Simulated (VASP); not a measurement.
A run of VASP 6.6.1 is set up as follows.

Contents of INCAR:

```
SYSTEM = Si3IrRu
ALGO     = Normal         ! electronic algorithm
EDIFF    = 1E-6           ! SCF threshold, eV
ENCUT    = 520            ! plane-wave cutoff, eV
GGA      = PE             ! functional
ISIF     = 2              ! what is computed and relaxed
ISMEAR   = 0              ! smearing method
LASPH    = .True.         ! aspherical terms in the spheres
LCHARG   = .True.         ! write CHGCAR
LELF     = .True.         ! ELF
LREAL    = .False.        ! projectors in reciprocal space
LVHAR    = .True.       
LWAVE    = .False.        ! write WAVECAR
NBANDS   = 26             ! bands
NELM     = 60             ! most SCF steps
PREC     = Accurate       ! precision mode
SIGMA    = 0.1            ! smearing width, eV
```

File KPOINTS:

```
k-points
0
Gamma
  12 12 6
  0 0 0
```

File POSCAR:

```
Si3IrRu
1.0
    3.9725332816      0.0000000000      0.0000000000
   -1.9862666408      3.4403147393      0.0000000000
    0.0000000000      0.0000000000      5.6793744974
Si Ru Ir
3 1 1
Direct
    0.0000000000      0.0000000000      0.8615142499
    0.6666666667      0.3333333333      0.0632858713
    0.0000000000      0.0000000000      0.4178088355
    0.3333333333      0.6666666667      0.8092404682
    0.6666666667      0.3333333333      0.4782451849
```

Potentials or basis: VASP PAW PBE potentials, release 64 (Si, Ru_pv, Ir).

Run with:

```sh
$ cat potpaw_PBE.64/Si/POTCAR potpaw_PBE.64/Ru_pv/POTCAR potpaw_PBE.64/Ir/POTCAR > POTCAR
$ mpirun -np 1 vasp_std > vasp.out
```

Q: Estimate the band gap on the k mesh.

A: Zero (an odd number of electrons rules out a gap without spin polarisation).

Q: What does it give for the largest force?

A: 0.036 eV/Å.

Q: Estimate the pressure.

A: 0.2 GPa.

Stress tensor (GPa, compression positive):
```
0.19 0.00 0.00
0.00 0.19 0.00
0.00 0.00 0.08
```

Caveat: spin-orbit coupling is left out, which moves the levels of the heavy elements.
